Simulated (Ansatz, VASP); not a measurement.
# One calculation of Ce, two programs

```
CELL_PARAMETERS angstrom
0.00000 2.33904 2.33904
2.33904 0.00000 2.33904
2.33904 2.33904 0.00000
ATOMIC_POSITIONS crystal
Ce 0.00000 0.00000 0.00000
```

Alike in both runs: task single point; functional r2SCAN; k mesh 12 × 12 × 12; no spin polarisation.

|  | VASP | Ansatz |
| --- | --- | --- |
| version | VASP 6.6.1 | Ansatz 0.2.0 |
| potentials or method | VASP PAW PBE potentials, release 64 (Ce), cutoff 520 eV | plane waves (500 eV) with PAW, scalar-relativistic |
| occupations | methfessel-paxton of order 1, width 1 eV | cold, width 1 eV |
| valence electrons in the cell | 12 | 12 |

VASP gave:

* pressure (GPa): -0.4

Q: Which values does Ansatz return?

A: Pressure (GPa): 2.4.

VASP's potentials were made for PBE, not for r2SCAN.

Neither program's run includes spin-orbit coupling.
